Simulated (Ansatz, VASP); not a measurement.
**One calculation of Hf, two programs**

INCAR

```
SYSTEM = Hf
PREC     = Accurate       ! precision mode
ENCUT    = 520            ! plane-wave cutoff, eV
EDIFF    = 1E-7           ! SCF threshold, eV
ISMEAR   = -1             ! smearing method
SIGMA    = 0.05           ! smearing width, eV
LREAL    = .FALSE.        ! projectors in reciprocal space
LASPH    = .TRUE.         ! aspherical terms in the spheres
NELM     = 100            ! most SCF steps
ALGO     = Fast           ! electronic algorithm
ISIF     = 2              ! what is computed and relaxed
LWAVE    = .FALSE.        ! write WAVECAR
LCHARG   = .TRUE.         ! write CHGCAR
GGA      = CA             ! functional
LELF     = .TRUE.         ! ELF
LVHAR    = .TRUE.       
NBANDS   = 17             ! bands
```

KPOINTS

```
regular mesh
0
G
  10 10 5
  0 0 0
```

POSCAR

```
Hf
1.0
    3.1752449911      0.0000000000      0.0000000000
   -1.5876224956      2.7498428256      0.0000000000
    0.0000000000      0.0000000000      5.0238540107
Hf
2
Direct
    0.6666666667      0.3333333333      0.7500000000
    0.3333333333      0.6666666667      0.2500000000
```

The input input.yaml:

```yaml
crystal:
  lattice:
    - [3.1752449911, 0.0, 0.0]
    - [-1.5876224956, 2.7498428256, 0.0]
    - [0.0, 0.0, 5.0238540107]
  atoms:
    - { symbol: Hf, position: [0.6666666667, 0.3333333333, 0.75] }
    - { symbol: Hf, position: [0.3333333333, 0.6666666667, 0.25] }
kpoints:
  mp_grid: { grid: [10, 10, 5] }
scf:
  occupations: { method: fermi_dirac, width: 0.05 }
hamiltonian:
  xc: lda
  pseudopotentials: { kind: all_electron, lapw: { basis_error: 0.001 } }
output:
  forces: true
  stress: true
  eigenvalues: true
```

Change from the starting cell: volume scaled by 0.98.

Alike in both runs: task single point; functional LDA; k mesh 10 × 10 × 5; occupations fermi-dirac, width 0.05 eV; no spin polarisation.

|  | VASP | Ansatz |
| --- | --- | --- |
| version | VASP 6.6.1 | Ansatz 0.2.0 |
| potentials or method | VASP PAW LDA potentials, release 64 (Hf_pv), cutoff 520 eV | all-electron LAPW, scalar-relativistic |

Ansatz gave:

| Quantity | Value |
| --- | --- |
| gap on the k mesh at the Fermi level (eV) | none |
| pressure (GPa) | -5.8 |
| traceless stress, the component that is largest in VASP (GPa) | -0.23 |

**Question.** Which values does VASP return?

**Answer.** gap on the k mesh at the Fermi level (eV): none; pressure (GPa): -5.8; traceless stress, the component that is largest in VASP (GPa): -0.25.

LDA's correlation is that of Perdew and Zunger in VASP and of Perdew and Wang (1992) in Ansatz. A gap of «none» marks a metal or a gap that the smearing closes. Ansatz ran all-electron here, and VASP with PAW potentials.

Neither program's run includes spin-orbit coupling.
